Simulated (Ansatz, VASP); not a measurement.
**Zr2O in VASP and in Ansatz**

```
Zr O
1.0
     4.80056    0.00000    0.00000
     0.00000    4.80056    0.00000
     0.00000    0.00000    4.80056
Zr O
4 2
Direct
  0.25000 0.25000 0.25000
  0.75000 0.75000 0.25000
  0.25000 0.75000 0.75000
  0.75000 0.25000 0.75000
  0.00000 0.00000 0.00000
  0.50000 0.50000 0.50000
```

Alike in both runs: functional PBEsol; k mesh 4 × 4 × 4; occupations gaussian, width 0.1 eV; no spin polarisation.

Ansatz relaxed the structure, and its values are those at the end. VASP's run is a single point on that final structure, the one shown.

```csv
,VASP,Ansatz
version,VASP 6.6.1,Ansatz 0.2.0
potentials or method,"VASP PAW PBE potentials, release 64 (Zr_sv, O), cutoff 520 eV","scalar-relativistic, plane waves, PAW"
valence electrons in the cell,60,60
```

```tsv
	VASP	Ansatz	Ansatz less VASP
gap on the k mesh at the Fermi level (eV)	none	none	-
pressure (GPa)	-0.1	-0.4	-0.25
```

VASP's potentials were made for PBE, not for PBEsol. A gap of «none» marks a metal or a gap that the smearing closes.
